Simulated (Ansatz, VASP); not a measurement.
## One calculation of Sn4Te, two programs

```
CELL_PARAMETERS angstrom
6.07740 0.00000 0.00000
0.00000 6.07740 0.00000
0.00000 0.00000 5.15035
ATOMIC_POSITIONS crystal
Sn 0.75173 0.75173 0.00000
Sn 0.24827 0.24827 0.00000
Sn 0.75173 0.24827 0.00000
Sn 0.24827 0.75173 0.00000
Te 0.50000 0.50000 0.50000
```

Alike in both runs: functional PBE; k mesh 4 × 4 × 4; occupations gaussian, width 0.1 eV; no spin polarisation.

Ansatz relaxed the structure, and its values are those at the end. VASP's run is a single point on that final structure, the one shown.

```csv
,VASP,Ansatz
version,VASP 6.6.1,Ansatz 0.2.0
potentials or method,"VASP PAW PBE potentials, release 64 (Sn_d, Te), cutoff 520 eV","scalar-relativistic, plane waves, PAW"
valence electrons in the cell,62,72
```

```csv
,VASP,Ansatz,Ansatz less VASP
gap on the k mesh at the Fermi level (eV),none,none,-
pressure (GPa),-0.1,0.0,+0.04
```

A gap of «none» marks a metal or a gap that the smearing closes. VASP's potentials hold 62 valence electrons a cell and Ansatz's 72, so a difference there can come from the potentials and not from the codes.

Neither program's run includes spin-orbit coupling.
